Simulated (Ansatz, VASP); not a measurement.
# MnS in VASP and in Ansatz

File INCAR:

```
PREC = Accurate ; ENCUT = 520
EDIFF = 1E-8 ; ISMEAR = -1
SIGMA = 0.05 ; LREAL = F
LASPH = T ; NELM = 150
ALGO = Normal ; ISIF = 2
LWAVE = F ; LCHARG = F
ISPIN = 2 ; MAGMOM = 4 0
LORBIT = 11 ; LMAXMIX = 4
GGA = PE ; LEFG = T
NBANDS = 20
```

File KPOINTS:

```
Automatic mesh
0
Gamma
  10 10 10
```

The input POSCAR:

```
MnS
1.0
    0.0000000000      2.8000000000      2.8000000000
    2.8000000000      0.0000000000      2.8000000000
    2.8000000000      2.8000000000      0.0000000000
Mn S
1 1
Direct
    0.0000000000      0.0000000000      0.0000000000
    0.7500000000      0.7500000000      0.7500000000
```

Input for Ansatz:

```yaml
crystal:
  lattice:
    - [0.0, 2.8, 2.8]
    - [2.8, 0.0, 2.8]
    - [2.8, 2.8, 0.0]
  atoms:
    - { symbol: Mn, position: [0.0, 0.0, 0.0], spin: 4.0 }
    - { symbol: S, position: [0.75, 0.75, 0.75] }
magnetization:
  spin_polarized: true
kpoints:
  mp_grid: { grid: [10, 10, 10] }
  band_path:
    path:
      - [0.0, 0.0, 0.0]
      - [-0.5, -0.5, 0.0]
      - [-0.375, -0.375, 0.25]
      - [-0.375, 0.0, 0.375]
      - [0.0, 0.0, 0.0]
      - [0.0, 0.0, 0.5]
      - [-0.5, -0.25, 0.25]
      - [-0.5, -0.5, 0.0]
    npoints: 8
scf:
  occupations: { method: fermi_dirac, width: 0.05 }
hamiltonian:
  xc: pbe
  pseudopotentials: { kind: all_electron, datasets: crystal }
output:
  forces: true
  stress: true
  eigenvalues: true
  efg: { contact_densities: true }
```

Alike in both runs: task electric field gradients; functional PBE; k mesh 10 × 10 × 10; occupations fermi-dirac, width 0.05 eV; collinear spin.

```csv
,VASP,Ansatz
version,VASP 6.6.1,Ansatz 0.2.0
potentials or method,"VASP PAW PBE potentials, release 64 (Mn_pv, S), cutoff 520 eV","all-electron PAW with datasets made for the crystal, scalar-relativistic"
```

|  | VASP | Ansatz | Ansatz less VASP |
| --- | --- | --- | --- |
| pressure (GPa) | 1.1 | 1.1 | -0.02 |
| net moment per atom (μB) | 2.46 | 2.46 | 0.000 |
| size of the moment on the site where the two differ most (μB) | 4.33 | 4.17 | -0.162 |

Site moments also hang on the region over which each program counts them. Ansatz ran all-electron here, and VASP with PAW potentials.
